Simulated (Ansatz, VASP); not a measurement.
# One calculation of NbP, two programs

The input INCAR:

```
SYSTEM = NbP
ALGO     = Normal         ! electronic algorithm
EDIFF    = 1E-6           ! SCF threshold, eV
ENCUT    = 520            ! plane-wave cutoff, eV
GGA      = PE             ! functional
ISIF     = 2              ! what is computed and relaxed
ISMEAR   = -1             ! smearing method
LASPH    = .True.         ! aspherical terms in the spheres
LCHARG   = .False.        ! write CHGCAR
LREAL    = .False.        ! projectors in reciprocal space
LWAVE    = .False.        ! write WAVECAR
NBANDS   = 16             ! bands
NELM     = 60             ! most SCF steps
PREC     = Accurate       ! precision mode
SIGMA    = 0.1            ! smearing width, eV
```

KPOINTS

```
k-points
0
Gamma
  13 13 13
  0 0 0
```

File POSCAR:

```
NbP
1.0
    3.0573106360      0.0000000000      0.0000000000
    0.0000000000      3.0573106360      0.0000000000
    0.0000000000      0.0000000000      3.0573106360
Nb P
1 1
Direct
    0.0000000000      0.0000000000      0.0000000000
    0.5000000000      0.5000000000      0.5000000000
```

Input for Ansatz:

```yaml
crystal:
  lattice:
    - [3.057310636, 0.0, 0.0]
    - [0.0, 3.057310636, 0.0]
    - [0.0, 0.0, 3.057310636]
  atoms:
    - { symbol: Nb, position: [0.0, 0.0, 0.0] }
    - { symbol: P, position: [0.5, 0.5, 0.5] }
kpoints:
  mp_grid: { grid: [13, 13, 13] }
scf:
  occupations: { method: fermi_dirac, width: 0.1 }
hamiltonian:
  xc: pbe
  pseudopotentials: { kind: all_electron, lapw: { basis_error: 0.001 } }
output:
  forces: true
  stress: true
  eigenvalues: true
  populations: true
```

Change from the starting cell: volume scaled by 0.95, LAPW.

Alike in both runs: task single point; functional PBE; k mesh 13 × 13 × 13; occupations fermi-dirac, width 0.1 eV; no spin polarisation.

```csv
,VASP,Ansatz
version,VASP 6.6.1,Ansatz 0.2.0
potentials or method,"VASP PAW PBE potentials, release 64 (Nb_sv, P), cutoff 520 eV","all-electron LAPW, scalar-relativistic"
```

Ansatz gave:

| Property | Result |
| --- | --- |
| pressure (GPa) | 11.0 |

Problem. Estimate VASP's values.

Solution. Pressure (GPa): 10.5.

Ansatz ran all-electron here, and VASP with PAW potentials.
